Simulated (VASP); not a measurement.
Set up this calculation in VASP 6.6.1, as the native input.

| Quantity | Value |
| --- | --- |
| Task | single point |
| Functional | r2SCAN |
| Potentials or basis | VASP PAW PBE potentials, release 64 (Cd, S) |
| Cutoff | 520 eV |
| k mesh | 8 × 8 × 8 |
| Occupations | gaussian, width 0.05 eV |
| Spin | no spin polarisation |
| Dipole correction | no |
| Further INCAR settings | ALGO = Normal; EDIFF = 1e-07; NBANDS = 16 |

CdS:

```xyz
2
Lattice="0.0000 2.7269 2.7269 2.7269 0.0000 2.7269 2.7269 2.7269 0.0000" Properties=species:S:1:pos:R:3 pbc="T T T"
Cd    0.0116    0.0000    0.0000
S     2.6863    2.7269    2.7269
```

This cell differs from its parent crystal: mode 4 frozen in at -0.041 Å and mode 5 at +0.000 Å (largest displacements).

These files were run (other wordings do the same):

POSCAR

```
CdS
1.0
    0.0000000000      2.7269062253      2.7269062253
    2.7269062253      0.0000000000      2.7269062253
    2.7269062253      2.7269062253      0.0000000000
Cd S
1 1
Direct
   -0.0021230927      0.0021230927      0.0021230927
    0.5074443337      0.4925556663      0.4925556663
```

INCAR.step1

```
SYSTEM = CdS
PREC     = Accurate       ! precision mode
ENCUT    = 520            ! plane-wave cutoff, eV
ISMEAR   = 0              ! smearing method
SIGMA    = 0.05           ! smearing width, eV
LREAL    = .False.        ! projectors in reciprocal space
LASPH    = .True.         ! aspherical terms in the spheres
NELM     = 60             ! most SCF steps
NBANDS   = 16             ! bands
GGA      = PE             ! functional
ALGO     = Normal         ! electronic algorithm
EDIFF    = 1E-4           ! SCF threshold, eV
LWAVE    = .True.         ! write WAVECAR
LCHARG   = .False.        ! write CHGCAR
```

INCAR.step2

```
SYSTEM = CdS
PREC     = Accurate       ! precision mode
ENCUT    = 520            ! plane-wave cutoff, eV
EDIFF    = 1E-7           ! SCF threshold, eV
ISMEAR   = 0              ! smearing method
SIGMA    = 0.05           ! smearing width, eV
LREAL    = .False.        ! projectors in reciprocal space
LASPH    = .True.         ! aspherical terms in the spheres
NELM     = 60             ! most SCF steps
ALGO     = Normal         ! electronic algorithm
ISIF     = 2              ! what is computed and relaxed
LWAVE    = .False.        ! write WAVECAR
LCHARG   = .False.        ! write CHGCAR
METAGGA  = R2SCAN         ! meta-GGA
LMIXTAU  = .True.       
NBANDS   = 16             ! bands
ISTART   = 1
```

KPOINTS

```
Automatic mesh
0
Gamma
  8 8 8
  0 0 0
```

Potentials or basis: VASP PAW PBE potentials, release 64 (Cd, S).

Command:

```console
$ cat potpaw_PBE.64/Cd/POTCAR potpaw_PBE.64/S/POTCAR > POTCAR
$ cp INCAR.step1 INCAR
$ mpirun -np 1 vasp_std > vasp.out
$ cp INCAR.step2 INCAR
$ mpirun -np 1 vasp_std > vasp.out
```

Results of the run:

```json
{
 "Pressure": "0.5 GPa",
 "Largest force": "0.099 eV/Å",
 "Band gap on the k mesh": "0.74 eV, indirect (least direct gap 2.35 eV)"
}
```

Caveat: the cell differs from its parent crystal (mode 4 frozen in at -0.041 Å and mode 5 at +0.000 Å (largest displacements)); the PAW data sets were made with another functional, which shifts forces and pressure a little.

It took 2.3 min on 1 thread of Intel(R) Xeon(R) Platinum 8488C (Sapphire Rapids) (shared host), peak memory 0.18 GiB.
